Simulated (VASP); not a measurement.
Wanted: the native input for a VASP 6.6.1 run.

| Item | Value |
| --- | --- |
| Task | single point |
| Functional | r2SCAN |
| Potentials or basis | VASP PAW PBE potentials, release 64 (Te, Mg) |
| Cutoff | 520 eV |
| k mesh | 9 × 9 × 9 |
| Occupations | fermi-dirac, width 0.05 eV |
| Spin | no spin polarisation |
| Dipole correction | no |
| Further INCAR settings | ALGO = Normal; EDIFF = 1e-06; NBANDS = 14 |

Crystal: Mg3Te.

```
Te Mg
1.0
    -2.13936    2.13936    5.28249
     2.13936   -2.13936    5.28249
     2.13936    2.13936   -5.28249
Te Mg
1 3
Direct
  0.00000 0.00000 0.00000
  0.25000 0.75000 0.50000
  0.75000 0.25000 0.50000
  0.50000 0.50000 0.00000
```

One way to write it, as run:

POSCAR

```
Mg3Te
1.0
   -2.1393600000      2.1393600000      5.2824880000
    2.1393600000     -2.1393600000      5.2824880000
    2.1393600000      2.1393600000     -5.2824880000
Te Mg
1 3
Direct
    0.0000000000      0.0000000000      0.0000000000
    0.2500000000      0.7500000000      0.5000000000
    0.7500000000      0.2500000000      0.5000000000
    0.5000000000      0.5000000000      0.0000000000
```

INCAR.step1

```
ALGO = Normal
EDIFF = 1E-4
ENCUT = 520
GGA = PE
ISMEAR = -1
LASPH = True
LCHARG = False
LREAL = False
LWAVE = True
NBANDS = 14
NELM = 80
PREC = Accurate
SIGMA = 0.05
```

INCAR.step2

```
ALGO = Normal
EDIFF = 1E-6
ENCUT = 520
ISIF = 2
ISMEAR = -1
ISTART = 1
LASPH = True
LCHARG = True
LELF = True
LMIXTAU = True
LREAL = False
LVHAR = True
LWAVE = False
METAGGA = R2SCAN
NBANDS = 14
NELM = 80
PREC = Accurate
SIGMA = 0.05
```

KPOINTS

```
k-points
0
Gamma
  9 9 9
```

Potentials or basis: VASP PAW PBE potentials, release 64 (Te, Mg).

Run with:

```bash
$ cat potpaw_PBE.64/Te/POTCAR potpaw_PBE.64/Mg/POTCAR > POTCAR
$ cp INCAR.step1 INCAR
$ mpirun -np 1 vasp_std > vasp.out
$ cp INCAR.step2 INCAR
$ mpirun -np 1 vasp_std > vasp.out
```

Results of the run:

```
Pressure               : -1.0 GPa
Band gap on the k mesh : zero (bands 6 and 7 overlap by 1.65 eV)
```

Caveat: the PAW data sets were made with another functional, which shifts forces and pressure a little; spin-orbit coupling is left out, which moves the levels of the heavy elements.

It took 5.5 min on 1 thread of Intel(R) Xeon(R) 6975P-C (Granite Rapids) (shared host), peak memory 0.42 GiB.
